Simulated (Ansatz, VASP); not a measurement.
# F: VASP beside Ansatz

File INCAR:

```
PREC = Accurate
ENCUT = 520
EDIFF = 1E-7
ISMEAR = 0
SIGMA = 0.05
LREAL = False
LASPH = True
NELM = 100
ALGO = Normal
ISIF = 2
LWAVE = False
LCHARG = True
GGA = PS
LELF = True
LVHAR = True
NBANDS = 22
```

The input KPOINTS:

```
regular mesh
0
Gamma
  4 4 2
```

POSCAR

```
F
1.0
    3.1291544055     -1.7984322814     -0.2413473825
    3.1291544055      1.7984322814     -0.2413473825
   -2.3528850754      0.0000000000      7.2022286687
F
4
Direct
    0.0848459664      0.0848459664      0.1099880702
    0.9151540336      0.9151540336      0.8900119298
    0.5015719855      0.5015719855      0.5937195244
    0.4984280145      0.4984280145      0.4062804756
```

Input for Ansatz:

```yaml
crystal:
  lattice:
    - [3.1291544055, -1.7984322814, -0.2413473825]
    - [3.1291544055, 1.7984322814, -0.2413473825]
    - [-2.3528850754, 0.0, 7.2022286687]
  atoms:
    - { symbol: F, position: [0.0848459664, 0.0848459664, 0.1099880702] }
    - { symbol: F, position: [0.9151540336, 0.9151540336, 0.8900119298] }
    - { symbol: F, position: [0.5015719855, 0.5015719855, 0.5937195244] }
    - { symbol: F, position: [0.4984280145, 0.4984280145, 0.4062804756] }
basis:
  ecutwfc: 520.0
kpoints:
  mp_grid: { grid: [4, 4, 2] }
hamiltonian:
  xc: pbesol
scf:
  occupations: { method: gaussian, width: 0.05 }
output:
  forces: true
  stress: true
  eigenvalues: true
```

Alike in both runs: task single point; functional PBEsol; k mesh 4 × 4 × 2; occupations gaussian, width 0.05 eV; no spin polarisation.

```csv
,VASP,Ansatz
version,VASP 6.6.1,Ansatz 0.2.0
potentials or method,"VASP PAW PBE potentials, release 64 (F), cutoff 520 eV","scalar-relativistic, plane waves, PAW"
valence electrons in the cell,28,28
```

```csv
,VASP,Ansatz,Ansatz less VASP
gap on the k mesh at the Fermi level (eV),1.43,1.46,+0.035
least direct gap on the mesh (eV),1.50,1.54,+0.038
pressure (GPa),-4.8,-4.8,-0.06
"traceless stress, the component that is largest in VASP (GPa)",-6.78,-7.72,-0.938
rms of the force components (eV/Å),1.476,1.539,+0.0624
```

VASP's potentials were made for PBE, not for PBEsol. Atom by atom the forces differ by 0.175 eV/Å (rms over components).

The k mesh is coarse, so the values compare programs but aren't converged.
